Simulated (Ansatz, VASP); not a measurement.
## One calculation of GaP4, two programs

```xyz
5
Lattice="5.1031 0.0000 0.0000 0.0000 5.1031 0.0000 0.0000 0.0000 5.1031" Properties=species:S:1:pos:R:3 pbc="T T T"
Ga    0.0000    0.0000    0.0000
P     1.7613    3.3419    3.3419
P     3.3419    1.7613    3.3419
P     3.3419    3.3419    1.7613
P     1.7613    1.7613    1.7613
```

Change from the starting cell: species swapped into the SnI4 type (P-43m, No. 215).

Alike in both runs: functional PBE; k mesh 8 × 8 × 8; occupations gaussian, width 0.1 eV; no spin polarisation.

Ansatz relaxed the structure, and its values are those at the end. VASP's run is a single point on that final structure, the one shown.

|  | VASP | Ansatz |
| --- | --- | --- |
| version | VASP 6.6.1 | Ansatz 0.2.0 |
| potentials or method | VASP PAW PBE potentials, release 64 (Ga_d, P), cutoff 520 eV | scalar-relativistic, plane waves, PAW |
| valence electrons in the cell | 33 | 33 |

|  | VASP | Ansatz | Ansatz less VASP |
| --- | --- | --- | --- |
| gap on the k mesh at the Fermi level (eV) | none | none | - |
| pressure (GPa) | -0.2 | 0.0 | +0.23 |
| rms of the force components (eV/Å) | 0.059 | 0.000 | -0.0593 |

A gap of «none» marks a metal or a gap that the smearing closes. The functional is the same, so the differences come from potentials, cutoffs and numerics.
